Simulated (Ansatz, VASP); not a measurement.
**Pt: VASP beside Ansatz**

```xyz
1
Lattice="0.0000 1.9716 1.9716 1.9716 0.0000 1.9716 1.9716 1.9716 0.0000" Properties=species:S:1:pos:R:3 pbc="T T T"
Pt    0.0000    0.0000    0.0000
```

Alike in both runs: task single point; functional PBE; k mesh 8 × 8 × 8; occupations gaussian, width 0.1 eV; no spin polarisation.

```csv
,VASP,Ansatz
version,VASP 6.6.1,Ansatz 0.2.0
potentials or method,"VASP PAW PBE potentials, release 64 (Pt), cutoff 520 eV","scalar-relativistic, plane waves, PAW"
valence electrons in the cell,10,18
```

|  | VASP | Ansatz | Ansatz less VASP |
| --- | --- | --- | --- |
| gap on the k mesh at the Fermi level (eV) | none | none | - |
| pressure (GPa) | 4.1 | 4.7 | +0.60 |

A gap of «none» marks a metal or a gap that the smearing closes. VASP's potentials hold 10 valence electrons a cell and Ansatz's 18, so a difference there can come from the potentials and not from the codes.

Neither program's run includes spin-orbit coupling.
